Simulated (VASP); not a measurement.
Set up this calculation in VASP 6.6.1, as the native input.

```
Task                   : relaxation of shape and atoms at fixed volume
Functional             : r2SCAN
Potentials or basis    : VASP PAW PBE potentials, release 64 (Sn_d, S)
Cutoff                 : 550 eV
k mesh                 : 12 × 12 × 6
Occupations            : gaussian, width 0.02 eV
Spin                   : no spin polarisation
Dipole correction      : no
Further INCAR settings : ALGO = Normal; EDIFF = 1e-07; IBRION = 2; EDIFFG = -0.01; NSW = 50; ISIF = 4
```

The system is SnS2.

```
Sn S
1.0
     3.63620    0.00000    0.00000
    -1.81810    3.14904    0.00000
     0.00000    0.00000    6.20146
Sn S
1 2
Cartesian
  0.0000 0.0000 0.0000
  0.0000 2.0994 1.4472
  1.8181 1.0497 4.7542
```

These files were run (other wordings do the same):

POSCAR

```
SnS2
1.0
    3.6361980565      0.0000000000      0.0000000000
   -1.8180990282      3.1490398901      0.0000000000
    0.0000000000      0.0000000000      6.2014590904
Sn S
1 2
Direct
    0.0000000000      0.0000000000      0.0000000000
    0.3333333333      0.6666666667      0.2333701593
    0.6666666667      0.3333333333      0.7666298407
```

INCAR.step1

```
  ALGO = Normal
  EDIFF = 1E-5
  EDIFFG = -0.005
  ENCUT = 550
  GGA = PE
  GGA_COMPAT = F
  IBRION = 2
  ISIF = 3
  ISMEAR = 0
  LASPH = T
  LCHARG = F
  LREAL = F
  LWAVE = T
  NELM = 120
  NELMIN = 4
  NSW = 100
  PREC = Accurate
  SIGMA = 0.02
```

INCAR.step2

```
  ALGO = Normal
  EDIFF = 1E-7
  EDIFFG = -0.01
  ENCUT = 550
  GGA_COMPAT = F
  IBRION = 2
  ISIF = 4
  ISMEAR = 0
  ISTART = 1
  LASPH = T
  LCHARG = F
  LMIXTAU = T
  LREAL = F
  LWAVE = F
  METAGGA = R2SCAN
  NELM = 120
  NELMIN = 4
  NSW = 50
  PREC = Accurate
  SIGMA = 0.02
```

KPOINTS

```
k-points
0
Gamma
  12 12 6
```

Potentials or basis: VASP PAW PBE potentials, release 64 (Sn_d, S).

The run is started by

```bash
$ cat potpaw_PBE.64/Sn_d/POTCAR potpaw_PBE.64/S/POTCAR > POTCAR
$ cp INCAR.step1 INCAR
$ mpirun -np 1 vasp_std > vasp.out
$ cp INCAR.step2 INCAR
$ mpirun -np 1 vasp_std > vasp.out
```

Results of the run:

The energy gained by relaxing is 4.6 meV/atom. The ionic steps are 5. The pressure after relaxing is 0.4 GPa. The band gap on the k mesh is 1.88 eV (least direct gap 2.24 eV).

Caveat: the PAW data sets were made with another functional, which shifts forces and pressure a little; spin-orbit coupling is left out, which moves the levels of the heavy elements.

Run time: 47 min on 1 thread of Intel(R) Xeon(R) Platinum 8259CL CPU @ 2.50GHz (Skylake/Cascade Lake), with other jobs on the host, peak memory 0.3 GiB.
